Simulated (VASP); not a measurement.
# Si16O31 (a cell with a defect) in VASP: notebook

The runs below take Si16O31 (a cell with a defect) through single point, with LDA.

Program: VASP 6.6.1. These are calculated values, not measurements. Logs are shortened: lines on timing, memory, paths and dates and some standing lists are left out, and cuts for length are marked.

**1. The cell of the first run**

The cell holds a defect, 47 atoms: a = 8.616 Å, b = 8.616 Å, c = 6.945 Å, α = 88.91°, β = 88.91°, γ = 90.05°.

**2. Single point, LDA, collinear spin**

The input, INCAR:

```
  PREC = Accurate
  ENCUT = 520
  EDIFF = 1E-6
  ISMEAR = 0
  SIGMA = 0.02
  LREAL = Auto
  LASPH = True
  NELM = 200
  ALGO = Normal
  ISIF = 2
  LWAVE = False
  LCHARG = False
  ISPIN = 2
  MAGMOM = 0 0 0 0 0 0 0 0 0 0.06 0 0 0 0 0 0 0 0 0 0 0 0 0 0 0 0 0 0 0 0 0 0 0 0 0 0 0 0 0 0 0 0 0 0 0 0.07 0
  LORBIT = 11
  NBANDS = 158
  NELECT = 251.0
  GGA_COMPAT = False
```

The input, KPOINTS:

```
Automatic mesh
0
Gamma
  1 1 2
```

The input, POSCAR:

```
Si16O31
1.0
    0.1638120000      6.0954500000      6.0878850000
    0.1638120000     -6.0954500000      6.0878850000
    6.9450000000      0.0000000000      0.0000000000
Si O
16 31
Direct
    0.1729534297      0.8920785148      0.6355748002
    0.3527090794      0.0787668766      0.1014522766
    0.3292633531      0.6071030532      0.8505808418
    0.1410286444      0.4263344053      0.3954086572
    0.3618340408      0.1852390396      0.5157094117
    0.5759328794      0.3873374517      0.7375502895
    0.1368278663      0.3195945201      0.9816166359
    0.9280241639      0.1122638836      0.7599274780
    0.6791674611      0.3992993628      0.1452461041
    0.8759979419      0.5792974522      0.6451468900
    0.8232085987      0.1024629605      0.3496858014
    0.6457522620      0.9209695142      0.9115877858
    0.8541178491      0.6837917862     -0.0277498997
    0.0653894180      0.8780152291      0.2188107988
    0.6370846442      0.8197810817      0.5045534790
    0.4333389223      0.6170864717      0.2662503550
    0.7504900689      0.2492958995      0.2456590441
    0.5056502685      0.0080123582      0.0145560688
    0.0124478177      0.7361445095      0.0903183000
    0.4883426723      0.7639618637      0.3851516903
    0.5772584713      0.3453189098      0.9650201230
    0.3971432314      0.1760781747      0.2880562210
    0.9191319578      0.1553934315      0.5341966662
    0.1003848247      0.3255714803      0.2087987395
    0.3078673957      0.0159440758      0.5877606617
    0.2339503220      0.9390808702      0.1486422483
    0.1929953446      0.4867067194      0.9070591282
    0.2648794049      0.5612061732      0.3400998228
    0.2749371099      0.1957585422      0.9465191366
    0.0481690209      0.9689779850      0.7821041202
    0.2228736311      0.3084085793      0.5485155649
    0.4523827427      0.5270988014      0.7057330697
    0.2497993502      0.7486009153      0.7423847452
   -0.0124057876      0.4998193968      0.4765913322
    0.5153195397      0.2378829272      0.6240792509
    0.9860713828      0.2619947354      0.8719288399
    0.0854210890      0.8369785622      0.4460413057
    0.4173777517      0.6615956520      0.0402387630
    0.5750719271      0.8417629835      0.7235715536
    0.8152074141      0.5154026417      0.0801975674
    0.7446911057      0.4371728749      0.6670432682
    0.6851572478      0.9881398004      0.4175998364
    0.7625619733      0.0600103979      0.8441309971
    0.7832754971      0.7062496828      0.5025023616
    0.5581308086      0.4795261117      0.2941071770
    0.7180752315      0.8030535349      0.0699786688
    0.9429207802      0.0199264155      0.2023987149
```

Potentials or basis: VASP PAW LDA potentials, release 64 (Si, O).

Launch:

```console
cat potpaw_LDA.64/Si/POTCAR potpaw_LDA.64/O/POTCAR > POTCAR
mpirun -np 1 vasp_std > vasp.out
```

OUTCAR:

```text
PREC = Accurate
   ENCUT = 520
   EDIFF = 1E-6
   ISMEAR = 0
   LREAL = Auto
   LASPH = True
   NELM = 200
   ISIF = 2
   ISPIN = 2
   LORBIT = 11
   NELECT = 251.0

 ion  position               nearest neighbor table
   1  0.173  0.892  0.636-  33 1.58  25 1.60  37 1.61  30 1.62   8 2.97  14 3.06   5 3.10
   2  0.353  0.079  0.101-  18 1.57  26 1.60  22 1.61  29 1.62   7 2.91   5 3.04  14 3.11  12 3.15

   3  0.329  0.607  0.851-  33 1.58  27 1.60  38 1.61  32 1.61   6 2.95  16 3.04   7 3.09
   4  0.141  0.426  0.395-  34 1.57  28 1.61  24 1.62  31 1.63   5 2.94   7 3.03  16 3.11  10 3.15
[... 50 lines left out ...]
  46  0.718  0.803  0.070-  12 1.62  13 1.70
  47  0.943  0.020  0.202-  11 1.61  14 1.62

  LATTYP: Found a base centered monoclinic cell.
 ALAT       =    12.1801770339
 B/A-ratio  =     1.0008803621
 C/A-ratio  =     0.5701887568
 COS(beta)  =    -0.0268981312

  Lattice vectors:

 A1 = (  -0.1638120000,  -6.0954500000,  -6.0878850000)
 A2 = (  -0.1638120000,   6.0954500000,  -6.0878850000)
 A3 = (   6.9450000000,   0.0000000000,   0.0000000000)

Analysis of symmetry for initial positions (statically):
=====================================================================
 Subroutine PRICEL returns:
 Original cell was already a primitive cell.

 Routine SETGRP: Setting up the symmetry group for a
 base centered monoclinic supercell.

 Subroutine GETGRP returns: Found  1 space group operations
 (whereof  1 operations were pure point group operations)
 out of a pool of  4 trial point group operations.

The static configuration has the point symmetry C_1 .

Analysis of symmetry for dynamics (positions and initial velocities):
=====================================================================
 Subroutine PRICEL returns:
 Original cell was already a primitive cell.

 Routine SETGRP: Setting up the symmetry group for a
 base centered monoclinic supercell.

 Subroutine GETGRP returns: Found  1 space group operations
 (whereof  1 operations were pure point group operations)
 out of a pool of  4 trial point group operations.

The dynamic configuration has the point symmetry C_1 .

Analysis of structural, dynamic, and magnetic symmetry:
=====================================================================
 Subroutine PRICEL returns:
 Original cell was already a primitive cell.

 Routine SETGRP: Setting up the symmetry group for a
 base centered monoclinic supercell.

 Subroutine GETGRP returns: Found  1 space group operations
 (whereof  1 operations were pure point group operations)
 out of a pool of  4 trial point group operations.

The overall configuration has the point symmetry C_1 .

 Subroutine INISYM returns: Found  1 space group operations
 (whereof  1 operations are pure point group operations),
 and found     1 'primitive' translations

----------------------------------------------------------------------------------------

                                     Primitive cell

  volume of cell :     515.4357

  direct lattice vectors                    reciprocal lattice vectors
     0.163812000  6.095450000  6.087885000     0.000000000  0.082028398  0.082130329
     0.163812000 -6.095450000  6.087885000     0.000000000 -0.082028398  0.082130329
     6.945000000  0.000000000  0.000000000     0.143988481  0.000000000 -0.003874423

  length of vectors
     8.616477752  8.616477752  6.945000000     0.116077772  0.116077772  0.144040598

  position of ions in fractional coordinates (direct lattice)
     0.172953430  0.892078515  0.635574800
     0.352709079  0.078766877  0.101452277
     0.329263353  0.607103053  0.850580842
     0.141028644  0.426334405  0.395408657
     0.361834041  0.185239040  0.515709412
     0.575932879  0.387337452  0.737550289
[... 39 lines left out ...]
     0.718075232  0.803053535  0.069978669
     0.942920780  0.019926416  0.202398715

  ion indices of the primitive-cell ions
[... 77 lines left out ...]
  0.000000  0.000000  0.000000      1.000000
 -0.000000 -0.000000  0.500000      1.000000
[... 41 lines left out ...]
  ---------------------------------------------------
  free energy    TOTEN  =      -395.65646441 eV

  energy without entropy =     -395.65646441  energy(sigma->0) =     -395.65646441

 E-fermi :   7.6691     XC(G=0): -10.7002

 val. band max:        7.5293953092   @ k =   0.0000   0.0000   0.0000
 cond. band min:       8.1456220115   @ k =  -0.0000  -0.0000   0.5000
 fundamental gap:      0.6162267023
 Fermi energy:         7.6691155626

 spin component 1

 k-point     1 :       0.0000    0.0000    0.0000
  band No.  band energies     occupation
      1     -17.2122      1.00000
      2     -16.6282      1.00000
      3     -16.5226      1.00000
      4     -16.3449      1.00000
      5     -16.3346      1.00000
      6     -16.2007      1.00000
[... 269 lines left out ...]
    136      11.2588      0.00000
    137      11.2966      0.00000
 Fermi energy:         7.6691155626

 spin component 2

 k-point     1 :       0.0000    0.0000    0.0000
  band No.  band energies     occupation
      1     -17.2074      1.00000
      2     -16.6249      1.00000
      3     -16.5176      1.00000
      4     -16.3409      1.00000
      5     -16.3309      1.00000
      6     -16.1957      1.00000
[... 269 lines left out ...]
    136      11.2776      0.00000
    137      11.3116      0.00000
 [bands above 137 left out]

------------------------ aborting loop because EDIFF is reached ----------------------------------------

  FORCE on cell =-STRESS in cart. coord.  units (eV):
  Direction    XX          YY          ZZ          XY          YZ          ZX
  --------------------------------------------------------------------------------------
  -------------------------------------------------------------------------------------
  Total       19.9101066     26.2403302     18.9527243     -2.9200433      0.2921327     -3.2907120
  in kB       61.8884648     81.5652966     58.9125429     -9.0766462      0.9080635    -10.2288310
  external PRESSURE =      67.4554347 kB  Pullay stress =       0.0000000 kB

 VOLUME and BASIS-vectors are now :
 -----------------------------------------------------------------------------
  energy-cutoff  :      520.00
  volume of cell :      515.44
      direct lattice vectors                 reciprocal lattice vectors
     0.163812000  6.095450000  6.087885000     0.000000000  0.082028398  0.082130329
     0.163812000 -6.095450000  6.087885000     0.000000000 -0.082028398  0.082130329
     6.945000000  0.000000000  0.000000000     0.143988481  0.000000000 -0.003874423

 POSITION                                       TOTAL-FORCE (eV/Angst)
 -----------------------------------------------------------------------------------
      4.58853     -4.38339      6.48379         0.032697      0.065810     -0.019600
      0.77527      1.66980      2.62678        -0.013439      0.067589      0.022094
      6.06067     -1.69356      5.70049        -0.025066     -0.076381      0.028351
      2.83905     -1.73907      3.45404        -0.001988     -0.043756     -0.028599
      3.67122      1.07643      3.33052         0.035714      0.052322      0.017353
      5.28008      1.14957      5.86428        -0.050993      0.036904     -0.026127
[... 39 lines left out ...]
      0.73518     -0.51798      9.26046         0.085794     -0.000358     -0.014049
      1.56338      5.62607      5.86170        -0.033776      0.008320      0.004903
 -----------------------------------------------------------------------------------
    total drift:                                0.015391     -0.023128      0.009092

  FREE ENERGIE OF THE ION-ELECTRON SYSTEM (eV)
  ---------------------------------------------------
  free  energy   TOTEN  =      -395.6564644138 eV

  energy  without entropy=     -395.6564644138  energy(sigma->0) =     -395.65646441

 total charge

# of ion       s       p       d       tot
------------------------------------------
    1        0.657   1.046   0.000   1.703
    2        0.662   1.058   0.000   1.720
    3        0.658   1.046   0.000   1.704
    4        0.661   1.048   0.000   1.709
    5        0.662   1.045   0.000   1.708
    6        0.665   1.048   0.000   1.713
[... 39 lines left out ...]
   46        1.562   3.609   0.000   5.171
   47        1.544   3.685   0.000   5.229
--------------------------------------------------
tot         58.521 130.872   0.000 189.393

 magnetization (x)

# of ion       s       p       d       tot
------------------------------------------
    1        0.000   0.000   0.000   0.000
    2        0.000   0.000   0.000   0.000
    3        0.000   0.000   0.000   0.000
    4        0.001   0.002   0.000   0.003
    5        0.000   0.000   0.000   0.000
    6        0.001   0.002   0.000   0.003
[... 39 lines left out ...]
   46        0.008   0.067   0.000   0.075
   47        0.000   0.000   0.000   0.000
--------------------------------------------------
tot          0.143   0.289   0.000   0.433
```

Wall time 12 min (1 thread of Intel Xeon Platinum 8259CL at 2.50GHz (Skylake/Cascade Lake), shared host); peak memory 0.53 GiB.

What came out:

```yaml
Free_energy: -395.6565 eV
Largest_force: 0.100 eV/Å
Net_moment: 1.00 μB per cell
Site_moments: Si +0.00, -0.00, +0.14, +0.10 (each value once); O +0.00, +0.01, -0.00, +0.05, +0.07 (each value once) μB
Valence_electrons_inside_the_program's_atomic_spheres: Si 1.70, 1.72, 1.71, 1.61, 1.62, 1.69 (each value once); O 5.27, 5.29, 5.20, 5.23, 5.24, 5.25, 5.22, 5.28, 5.17 (each value once)
```

Forces on the atoms (eV/Å):
```
Si   0.033  0.066 -0.020
Si  -0.013  0.068  0.022
Si  -0.025 -0.076  0.028
Si  -0.002 -0.044 -0.029
Si   0.036  0.052  0.017
Si  -0.051  0.037 -0.026
Si  -0.021 -0.059 -0.010
Si   0.031 -0.052  0.023
Si   0.052  0.081 -0.027
Si   0.026  0.031  0.034
Si  -0.039 -0.064  0.022
Si   0.029 -0.083 -0.003
Si  -0.077  0.062  0.008
Si  -0.007  0.050 -0.018
Si  -0.038 -0.057 -0.030
Si   0.016 -0.063  0.021
O   -0.005 -0.017  0.001
O   -0.005  0.029  0.009
O   -0.018  0.017 -0.012
O    0.004 -0.005  0.005
O    0.014 -0.011 -0.026
O   -0.009 -0.013  0.016
O   -0.003  0.006  0.015
O    0.011  0.013 -0.015
O   -0.018  0.001  0.003
O   -0.007 -0.005 -0.010
O   -0.006  0.000  0.005
O    0.006  0.000 -0.007
O   -0.037  0.000  0.006
O    0.025  0.001 -0.013
O    0.037 -0.008 -0.002
O   -0.034 -0.003  0.009
O   -0.001  0.007 -0.020
O    0.024 -0.022  0.009
O    0.006  0.012  0.002
O   -0.007 -0.005 -0.001
O    0.008 -0.006 -0.001
O    0.001  0.008  0.010
O   -0.008 -0.010 -0.031
O   -0.009  0.012  0.018
O    0.007  0.014  0.032
O    0.008 -0.009 -0.003
O   -0.006 -0.001 -0.021
O   -0.006  0.027  0.020
O    0.030  0.017  0.000
O    0.086  0.000 -0.014
O   -0.034  0.008  0.005
```

Levels at points of the mesh, in eV from the Fermi level:
Spin up:
```csv
k point,band 124,band 125,band 126,band 127,band 128,band 129
"(0.00, 0.00, 0.00)",-5.32,-4.62,-0.14,0.85,1.45,2.42
"(0.00, 0.00, 0.50)",-5.28,-4.39,-0.18,1.40,1.72,2.12
```
Spin down:
| k point | band 122 | band 123 | band 124 | band 125 | band 126 | band 127 | band 128 | band 129 |
| --- | --- | --- | --- | --- | --- | --- | --- | --- |
| (0.00, 0.00, 0.00) | -5.47 | -5.38 | -5.29 | -4.36 | 0.53 | 0.89 | 1.71 | 2.56 |
| (0.00, 0.00, 0.50) | -5.49 | -5.38 | -5.26 | -4.14 | 0.48 | 1.63 | 1.81 | 2.17 |

Caveat: the k points lie up to 0.73 Å⁻¹ apart; the cell carries a net charge on a neutralising background, which shifts energy and pressure; the cell is charged against a uniform background, so pressure and absolute levels hang on convention.

**3. Single point, LDA, collinear spin**

The input, INCAR:

```
PREC     = Accurate       # precision mode
ENCUT    = 520            # plane-wave cutoff, eV
EDIFF    = 1E-6           # SCF threshold, eV
ISMEAR   = 0              # smearing method
SIGMA    = 0.02           # smearing width, eV
LREAL    = Auto         
LASPH    = True           # aspherical terms in the spheres
NELM     = 200            # most SCF steps
ALGO     = Normal         # electronic algorithm
ISIF     = 2              # what is computed and relaxed
LWAVE    = False          # write WAVECAR
LCHARG   = False          # write CHGCAR
ISPIN    = 2              # spin polarisation
MAGMOM   = 0 0 0 0 0 0 0 0 0 0.06 0 0 0 0 0 0 0 0 0 0 0 0 0 0 0 0 0 0 0 0 0 0 0 0 0 0 0 0 0 0 0 0 0 0 0 0.07 0 # initial moments
LORBIT   = 11             # projections on sites
GGA      = CA             # functional
NELECT   = 251.0        
NBANDS   = 158            # bands
GGA_COMPAT= False
```

The input, KPOINTS:

```
regular mesh
0
Gamma
  1 1 2
```

The input, POSCAR:

```
Si16O31
1.0
    0.1638120000      6.0954500000      6.0878850000
    0.1638120000     -6.0954500000      6.0878850000
    6.9450000000      0.0000000000      0.0000000000
Si O
16 31
Direct
    0.1728847368      0.8935445732      0.6401224020
    0.3524252294      0.0776778359      0.1043553573
    0.3254975842      0.6043767482      0.8498832867
    0.1423603846      0.4307013602      0.4073941842
    0.3631222706      0.1832476100      0.5173236943
    0.5738131146      0.3874954515      0.7337080088
    0.1333812915      0.3220036246      0.9915682485
    0.9300211846      0.1116522373      0.7591993367
    0.6850330808      0.4025789552      0.1376138369
    0.8591407785      0.5900748358      0.6374458016
    0.8258004016      0.1079889193      0.3463749609
    0.6431539337      0.9263491039      0.8982487500
    0.8622598216      0.6708874044     -0.0141084109
    0.0652697928      0.8804693268      0.2247489681
    0.6361640085      0.8264680878      0.4878428094
    0.4323468260      0.6157590433      0.2619760520
    0.7577954407      0.2589180813      0.2486668286
    0.5021204749      0.0030344353      0.0071875542
    0.0099498930      0.7295281030      0.1094661815
    0.4884481524      0.7671475101      0.3725070358
    0.5829668936      0.3469872695      0.9600864433
    0.4029912737      0.1707454181      0.2913881994
    0.9222703665      0.1554310027      0.5331871250
    0.0920569561      0.3362505760      0.2187781262
    0.3094649932      0.0147630433      0.5938026720
    0.2333144549      0.9372326234      0.1500786670
    0.1845525060      0.4892274685      0.9077877257
    0.2647758357      0.5647992959      0.3443699984
    0.2750139755      0.2017704907      0.9584466498
    0.0461906743      0.9654274821      0.7892761421
    0.2246665164      0.3068648775      0.5507265341
    0.4472439317      0.5243419310      0.7031851082
    0.2471148723      0.7464999874      0.7417647174
    0.0022683114      0.5123062905      0.5182583881
    0.5161179497      0.2338242716      0.6287377199
    0.9895079987      0.2588808916      0.8727516082
    0.0815403580      0.8409116923      0.4520242311
    0.4152487437      0.6611437966      0.0368740079
    0.5824538025      0.8397617945      0.7107614138
    0.8377031734      0.4899395136      0.0470250822
    0.7380799815      0.4434462793      0.6478639050
    0.6827599381      0.9949834819      0.4037658020
    0.7606174935      0.0648685332      0.8387008615
    0.7828940271      0.7101389392      0.4772173195
    0.5608231481      0.4797474277      0.2868398924
    0.7266780713      0.7980673863      0.0374935057
    0.9428164199      0.0213202219      0.1985484303
```

Potentials or basis: VASP PAW LDA potentials, release 64 (Si, O).

Launch:

```console
cat potpaw_LDA.64/Si/POTCAR potpaw_LDA.64/O/POTCAR > POTCAR
mpirun -np 1 vasp_std > vasp.out
```

Run time: 14 min. Hardware: 1 thread of Oxide Virtual Turin-like, shared host; peak memory 0.5 GiB.

It converged, with:

```yaml
Free_energy: -394.8683 eV
Largest_force: 1.541 eV/Å
Net_moment: 0.00 μB per cell
Valence_electrons_inside_the_program's_atomic_spheres: Si 1.71, 1.68, 1.70, 1.63, 1.69 (each value once); O 5.28, 5.21, 5.24, 5.23, 5.22, 5.25, 5.20, 5.19 (each value once)
```

Forces on the atoms (eV/Å):
```
Si  -0.005  0.063 -0.021
Si  -0.097  0.292  0.012
Si  -0.069 -0.096  0.038
Si   0.096 -0.072  0.040
Si   0.055  0.059  0.001
Si  -0.054 -0.013 -0.052
Si   0.004 -0.096 -0.011
Si   0.039 -0.103 -0.066
Si   0.107  0.252 -0.563
Si  -0.028  0.095  0.001
Si   0.050  0.134 -0.074
Si  -0.028  0.144 -0.020
Si  -1.344  0.244  0.713
Si  -0.050  0.062 -0.086
Si   0.088 -0.083 -0.035
Si  -0.019 -0.113  0.088
O    0.054  0.020 -0.142
O    0.252 -0.331 -0.136
O   -0.151  0.058  0.071
O   -0.036  0.015  0.018
O   -0.013  0.056 -0.214
O   -0.048 -0.006  0.068
O    0.003  0.008  0.086
O    0.020 -0.127 -0.050
O    0.031  0.015  0.082
O   -0.059  0.102  0.022
O    0.020 -0.091 -0.142
O    0.005  0.018 -0.022
O   -0.057  0.001  0.004
O    0.032 -0.014 -0.108
O    0.100 -0.006 -0.017
O   -0.066 -0.008 -0.008
O   -0.041 -0.073 -0.081
O    0.167  0.048  0.179
O   -0.137  0.046  0.046
O    0.109 -0.194  0.087
O   -0.044  0.035 -0.081
O   -0.058  0.042  0.023
O    0.049  0.000 -0.076
O    0.963 -0.900 -0.017
O    0.270  0.054  0.055
O   -0.039  0.014  0.002
O    0.024 -0.016  0.065
O    0.210  0.040  0.088
O   -0.031  0.046  0.466
O   -0.167  0.350 -0.220
O   -0.106  0.032 -0.011
```

Levels at points of the mesh, in eV from the Fermi level:
Spin up:
```tsv
k point	band 122	band 123	band 124	band 125	band 126	band 127	band 128	band 129
(0.00, 0.00, 0.00)	-6.34	-6.31	-6.29	-5.56	-0.06	0.18	0.54	0.95
(0.00, 0.00, 0.50)	-6.41	-6.39	-6.32	-5.38	0.06	0.35	0.72	1.24
```
Spin down:
| k point | band 121 | band 122 | band 123 | band 124 | band 125 | band 126 | band 127 | band 128 | band 129 | band 130 |
| --- | --- | --- | --- | --- | --- | --- | --- | --- | --- | --- |
| (0.00, 0.00, 0.00) | -6.42 | -6.34 | -6.31 | -6.29 | -5.56 | -0.06 | 0.18 | 0.54 | 0.95 | 2.02 |
| (0.00, 0.00, 0.50) | -6.43 | -6.41 | -6.39 | -6.32 | -5.38 | 0.06 | 0.35 | 0.72 | 1.24 | 1.75 |

Caveat: the k points lie up to 0.73 Å⁻¹ apart; the cell carries a net charge on a neutralising background, which shifts energy and pressure; the cell is charged against a uniform background, so pressure and absolute levels hang on convention.
